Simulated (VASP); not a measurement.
# Os (P6_3/mmc) in VASP: relaxation of cell and atoms with PBE+D3(BJ)

Aim: the relaxation of cell and atoms of Os with PBE+D3(BJ).

Everything below comes from runs of VASP 6.6.1. Logs are shortened: lines on timing, memory, paths and dates and some standing lists are left out, and cuts for length are marked.

## Step 1: The cell of the first run

The structure is hexagonal, space group P6_3/mmc (No. 194). Conventional cell: a = 2.753 Å, b = 2.753 Å, c = 4.351 Å, α = 90.00°, β = 90.00°, γ = 120.00°. Within 3.6 Å of Os (site symmetry -6m2) lie 12 Os at 2.69 to 2.75 Å.

## Step 2: Relaxation of cell and atoms, PBE+D3(BJ)

Input file INCAR:

```
SYSTEM = Os
PREC     = Accurate       ! precision mode
ENCUT    = 600            ! plane-wave cutoff, eV
EDIFF    = 1E-6           ! SCF threshold, eV
ISMEAR   = 0              ! smearing method
SIGMA    = 0.1            ! smearing width, eV
LREAL    = .FALSE.        ! projectors in reciprocal space
LASPH    = .TRUE.         ! aspherical terms in the spheres
NELM     = 100            ! most SCF steps
ALGO     = Normal         ! electronic algorithm
ISIF     = 3              ! what is computed and relaxed
LWAVE    = .FALSE.        ! write WAVECAR
LCHARG   = .FALSE.        ! write CHGCAR
GGA      = PE             ! functional
IVDW     = 12             ! dispersion correction
IBRION   = 2              ! ionic algorithm
NSW      = 70             ! ionic steps
EDIFFG   = -0.005         ! ionic threshold
```

Input file KPOINTS:

```
Automatic mesh
0
G
  18 18 10
  0 0 0
```

Input file POSCAR:

```
Os
1.0
    2.7527908586      0.0000000000      0.0000000000
   -1.3763954293      2.3839868148      0.0000000000
    0.0000000000      0.0000000000      4.3508626228
Os
2
Direct
    0.3333333333      0.6666666667      0.2500000000
    0.6666666667      0.3333333333      0.7500000000
```

Potentials or basis: VASP PAW PBE potentials, release 64 (Os).

Command:

```sh
$ cat potpaw_PBE.64/Os/POTCAR > POTCAR
$ mpirun -np 1 vasp_std > vasp.out
```

OUTCAR:

```text
SYSTEM = Os
   PREC = Accurate
   ENCUT = 600
   EDIFF = 1E-6
   ISMEAR = 0
   LREAL = .FALSE.
   LASPH = .TRUE.
   NELM = 100
   ISIF = 3
   GGA = PE
   IVDW = 12
   IBRION = 2
   NSW = 70
   EDIFFG = -0.005
 IVDW          = 12

 ion  position               nearest neighbor table
   1  0.333  0.667  0.250-   2 2.69   2 2.69   2 2.69   2 2.69   2 2.69   2 2.69
   2  0.667  0.333  0.750-   1 2.69   1 2.69   1 2.69   1 2.69   1 2.69   1 2.69

  LATTYP: Found a hexagonal cell.
 ALAT       =     2.7527908586
 C/A-ratio  =     1.5805278520

  Lattice vectors:

 A1 = (   2.7527908586,   0.0000000000,   0.0000000000)
 A2 = (  -1.3763954293,   2.3839868148,   0.0000000000)
 A3 = (   0.0000000000,   0.0000000000,   4.3508626228)

Analysis of symmetry for initial positions (statically):
=====================================================================
 Subroutine PRICEL returns:
 Original cell was already a primitive cell.

 Routine SETGRP: Setting up the symmetry group for a
 hexagonal supercell.

 Subroutine GETGRP returns: Found 24 space group operations
 (whereof 12 operations were pure point group operations)
 out of a pool of 24 trial point group operations.

The static configuration has the point symmetry D_3d.
 The point group associated with its full space group is D_6h.

Analysis of symmetry for dynamics (positions and initial velocities):
=====================================================================
 Subroutine PRICEL returns:
 Original cell was already a primitive cell.

 Routine SETGRP: Setting up the symmetry group for a
 hexagonal supercell.

 Subroutine GETGRP returns: Found 24 space group operations
 (whereof 12 operations were pure point group operations)
 out of a pool of 24 trial point group operations.

The dynamic configuration has the point symmetry D_3d.
 The point group associated with its full space group is D_6h.

 Subroutine INISYM returns: Found 24 space group operations
 (whereof 12 operations are pure point group operations),
 and found     1 'primitive' translations

----------------------------------------------------------------------------------------

                                     Primitive cell

  volume of cell :      28.5530

  direct lattice vectors                    reciprocal lattice vectors
     2.752790859  0.000000000  0.000000000     0.363267699  0.209732704  0.000000000
    -1.376395429  2.383986815  0.000000000     0.000000000  0.419465407  0.000000000
     0.000000000  0.000000000  4.350862623     0.000000000  0.000000000  0.229839479

  length of vectors
     2.752790859  2.752790859  4.350862623     0.419465407  0.419465407  0.229839479

  position of ions in fractional coordinates (direct lattice)
     0.333333333  0.666666667  0.250000000
     0.666666667  0.333333333  0.750000000

  ion indices of the primitive-cell ions
   primitive index   ion index
                 1           1
                 2           2

----------------------------------------------------------------------------------------

 KPOINTS: Automatic mesh

Automatic generation of k-mesh.
 Grid dimensions read from file:
 generate k-points for:   18   18   10

 Generating k-lattice:

  Cartesian coordinates                     Fractional coordinates (reciprocal lattice)
     0.020181539  0.011651817  0.000000000     0.055555556  0.000000000  0.000000000
     0.000000000  0.023303634  0.000000000     0.000000000  0.055555556  0.000000000
     0.000000000  0.000000000  0.022983948     0.000000000  0.000000000  0.100000000

  Length of vectors
     0.023303634  0.023303634  0.022983948

  Shift w.r.t. Gamma in fractional coordinates (k-lattice)
     0.000000000  0.000000000  0.000000000

 Subroutine IBZKPT returns following result:
 ===========================================

 Found    222 irreducible k-points:

 Following reciprocal coordinates:
            Coordinates               Weight
  0.000000  0.000000  0.000000      1.000000
  0.055556 -0.000000  0.000000      6.000000
  0.111111 -0.000000  0.000000      6.000000
  0.166667  0.000000  0.000000      6.000000
  0.222222 -0.000000  0.000000      6.000000
  0.277778  0.000000  0.000000      6.000000
[... 16 lines left out ...]
  0.333333  0.111111  0.000000     12.000000
  0.388889  0.111111  0.000000     12.000000
 [... further k-points ...]
   k-points           NKPTS =    222   k-points in BZ     NKDIM =    222   number of bands    NBANDS=     12
   number of dos      NEDOS =    301   number of ions     NIONS =      2
   total plane-waves  NPLWV =  20736
   dimension x,y,z NGX =    24 NGY =   24 NGZ =   36
   dimension x,y,z NGXF=    48 NGYF=   48 NGZF=   72
   ions per type =               2
   NGX,Y,Z   is equivalent  to a cutoff of  14.49, 14.49, 13.76 a.u.
   NGXF,Y,Z  is equivalent  to a cutoff of  28.99, 28.99, 27.51 a.u.
 SYSTEM =  Os
   PREC   = accura    normal or accurate (medium, high low for compatibility)
   ISTART =      0    job   : 0-new  1-cont  2-samecut
   ICHARG =      2    charge: 1-file 2-atom 10-const
   ISPIN  =      1    spin polarized calculation?
   LNONCOLLINEAR =      F non collinear calculations
   LSORBIT =      F    spin-orbit coupling
   LASPH  =      T    aspherical Exc in radial PAW
   ENCUT  =  600.0 eV  44.10 Ry    6.64 a.u.   5.50  5.50  8.69*2*pi/ulx,y,z
   NELM   =    100;   NELMIN=  2; NELMDL= -5     # of ELM steps
   EDIFF  = 0.1E-05   stopping-criterion for ELM
   LREAL  =      F    real-space projection
   EDIFFG = -.5E-02   stopping-criterion for IOM
   NSW    =     70    number of steps for IOM
   IBRION =      2    ionic relax: 0-MD 1-quasi-New 2-CG
   NFREE  =      1    steps in history (QN), initial steepest desc. (CG)
   ISIF   =      3    stress and relaxation
   ISYM   =      2    0-nonsym 1-usesym 2-fastsym
   POTIM  = 0.5000    time-step for ionic-motion
   TEBEG  =    0.0;   TEEND  =   0.0 temperature during run
   PSTRESS=    0.0 pullay stress
   NELECT =      16.0000    total number of electrons
   NUPDOWN=      -1.0000    fix difference up-down
   EMIN   =  10.00;   EMAX   =-10.00  energy-range for DOS
   EFERMI =   0.00;   METHOD = LEGACY
   ISMEAR =     0;   SIGMA  =   0.10  broadening in eV -4-tet -1-fermi 0-gaus
   EFERMI_NEDOS =   21; number of points for ismear=-14 and -15
   IALGO  =     38    algorithm
   IMIX   =      4    mixing-type and parameters
     AMIX     =   0.40;   BMIX     =  1.00
     AMIX_MAG =   1.60;   BMIX_MAG =  1.00
  volume/ion in A,a.u.               =      14.28        96.34
  Fermi-wavevector in a.u.,A,eV,Ry     =   1.349680  2.550525 24.784849  1.821635
  Thomas-Fermi vector in A             =   2.477247
   LORBIT       =      0    0 simple, 1 ext, 2 COOP (PROOUT), +10 PAW based schemes
   GGA     = PE    functional components
   LHFCALC =     F    Hartree Fock is set to
   AEXX    =    0.0000 exact exchange contribution
   IVDW    =    12    specifies the selected vdW correction
   LEPSILON=     F    determine dielectric tensor
   LRPA    =     F    only Hartree local field effects (RPA)
 conjugate gradient relaxation of ions
 non-spin polarized calculation
 Gauss-broadening in eV      SIGMA  =   0.10
  energy-cutoff  :      600.00
  volume of cell :       28.55
 maximum number of plane-waves:       980
 NGX is ok and might be reduce to    24
   NGX = 11   NGY = 11   NGZ = 17

--------------------------------------- Ionic step        1  -------------------------------------------

 number of electron      16.0000000 magnetization

 Free energy of the ion-electron system (eV)
  ---------------------------------------------------
  ext. energy  EPLUGINS =         0.00000000
  ---------------------------------------------------
  free energy    TOTEN  =       -22.50068262 eV

  energy without entropy =      -22.49300915  energy(sigma->0) =      -22.49684589

------------------------ aborting loop because EDIFF is reached ----------------------------------------

 Edisp (eV)   -1.28166

 E8    (eV) :    -0.6299
[... 31 lines left out ...]
--------------------------------------- Ionic step        2  -------------------------------------------

 number of electron      16.0000000 magnetization

 E-fermi :  10.6906     XC(G=0): -14.5076

 val. band max:       10.6833103188   @ k =   0.1667   0.0556   0.3000
 cond. band min:      10.7054208231   @ k =   0.1667   0.1111   0.3000
 fundamental gap:      0.0221105043
 Fermi energy:        10.6906313426

 k-point     1 :       0.0000    0.0000    0.0000
  band No.  band energies     occupation
      1      -0.9716      2.00000
      2       2.1199      2.00000
      3       7.2492      2.00000
      4       7.2492      2.00000
      5       7.5523      2.00000
      6       8.2077      2.00000
      7       8.2077      2.00000
      8       8.9430      2.00000
      9       8.9430      2.00000
     10      10.7474      0.42197
     11      12.5835      0.00000
     12      12.5835      0.00000
[... 331 lines left out ...]
 k-point    24 :       0.3889    0.1111    0.0000
  band No.  band energies     occupation
      1       3.1156      2.00000
      2       3.3825      2.00000
      3       3.5814      2.00000
      4       6.6399      2.00000
      5       6.8951      2.00000
      6       7.7994      2.00000
      7       8.5646      2.00000
      8      12.4914      0.00000
      9      12.9817      0.00000
     10      13.5486      0.00000
     11      15.1099      0.00000
     12      18.3779      0.00000

 [... further k-points ...]

------------------------ aborting loop because EDIFF is reached ----------------------------------------

 Edisp (eV)   -1.41701

 E8    (eV) :    -0.6970
[... 65 lines left out ...]
  FREE ENERGIE OF THE ION-ELECTRON SYSTEM (eV)
  ---------------------------------------------------
  free  energy   TOTEN  =       -23.7945472295 eV

  energy  without entropy=      -23.7870236948  energy(sigma->0) =      -23.79078546

[... ionic steps 4 to 10 ...]

--------------------------------------- Ionic step       11  -------------------------------------------

 number of electron      16.0000001 magnetization

------------------------ aborting loop because EDIFF is reached ----------------------------------------
[... 75 lines left out ...]
--------------------------------------- Ionic step       13  -------------------------------------------

 number of electron      16.0000001 magnetization

 Free energy of the ion-electron system (eV)
  ---------------------------------------------------
  ext. energy  EPLUGINS =         0.00000000
  ---------------------------------------------------
  free energy    TOTEN  =       -22.48867263 eV

  energy without entropy =      -22.48120735  energy(sigma->0) =      -22.48493999

 E-fermi :   9.4364     XC(G=0): -14.0454

 val. band max:        9.4267950223   @ k =   0.2222   0.0556   0.3000
 cond. band min:       9.4471735095   @ k =   0.4444   0.1111   0.4000
 fundamental gap:      0.0203784872
 Fermi energy:         9.4364114248

 k-point     1 :       0.0000    0.0000    0.0000
  band No.  band energies     occupation
      1      -1.4892      2.00000
      2       1.6608      2.00000
      3       6.3890      2.00000
      4       6.3890      2.00000
      5       6.6313      2.00000
      6       7.2246      2.00000
      7       7.2246      2.00000
      8       7.8882      2.00000
      9       7.8882      2.00000
     10       9.4480      0.87011
     11      11.1182      0.00000
     12      11.1182      0.00000
[... 331 lines left out ...]
 k-point    24 :       0.3889    0.1111    0.0000
  band No.  band energies     occupation
      1       2.6401      2.00000
      2       2.7520      2.00000
      3       3.0878      2.00000
      4       5.8376      2.00000
      5       5.9288      2.00000
      6       6.8112      2.00000
      7       7.5106      2.00000
      8      11.0139      0.00000
      9      11.4497      0.00000
     10      11.9212      0.00000
     11      13.3411      0.00000
     12      16.3687      0.00000

 [... further k-points ...]

------------------------ aborting loop because EDIFF is reached ----------------------------------------

 Edisp (eV)   -1.30591

 E8    (eV) :    -0.6419
[... 25 lines left out ...]
  FREE ENERGIE OF THE ION-ELECTRON SYSTEM (eV)
  ---------------------------------------------------
  free  energy   TOTEN  =       -23.7945860892 eV

  energy  without entropy=      -23.7871208147  energy(sigma->0) =      -23.79085345

 reached required accuracy - stopping structural energy minimisation
```

Run time: 4 min. Hardware: 1 thread of Intel Xeon Platinum 8259CL at 2.50GHz (Skylake/Cascade Lake), shared host; peak memory 0.24 GiB.

What came out:

```yaml
Free_energy: -23.7946 eV
Relaxed_volume: 14.02 Å³/atom
Relaxed_cell: a = 2.736 Å, b = 2.736 Å, c = 4.327 Å, α = 90.00°, β = 90.00°, γ = 120.00°
Space_group_after_relaxing_to_0.1_Å: P6_3/mmc (No. 194)
Energy_gained_by_relaxing: 6.1 meV/atom
Ionic_steps: 13
Pressure_after_relaxing: 0.0 GPa
Band_gap_on_the_k_mesh: zero (bands 8 and 9 overlap by 3.93 eV)
Dispersion_energy_per_atom: -0.653 eV
```

The path:
| step | energy change (eV) | largest force (eV/Å) | pressure (GPa) | volume (Å³) |
| --- | --- | --- | --- | --- |
| 1 | 0.0000 | 0.0000 | -7.44 | 28.55 |
| 2 | 0.2429 | 0.0000 | 41.31 | 25.90 |
| 3 | -0.0122 | 0.0000 | -0.27 | 28.06 |
| 4 | -0.0122 | 0.0000 | -0.04 | 28.04 |
| 5 | -0.0122 | 0.0000 | 0.13 | 28.03 |
| 6 | -0.0122 | 0.0000 | -0.51 | 28.07 |
| 7 | -0.0122 | 0.0000 | -0.07 | 28.04 |
| 8 | -0.0122 | 0.0000 | -0.08 | 28.05 |
| 9 | -0.0122 | 0.0000 | -0.19 | 28.05 |
| 10 | -0.0122 | 0.0000 | -0.11 | 28.05 |
| 11 | -0.0122 | 0.0000 | -0.10 | 28.05 |
| 12 | -0.0122 | 0.0000 | 0.19 | 28.03 |
| 13 | -0.0122 | 0.0000 | -0.02 | 28.04 |

Final structure:
```
CELL_PARAMETERS angstrom
2.73552 0.00000 0.00000
-1.36776 2.36903 0.00000
0.00000 0.00000 4.32667
ATOMIC_POSITIONS crystal
Os 0.33333 0.66667 0.25000
Os 0.66667 0.33333 0.75000
```

Caveat: spin-orbit coupling is left out, which moves the levels of the heavy elements.
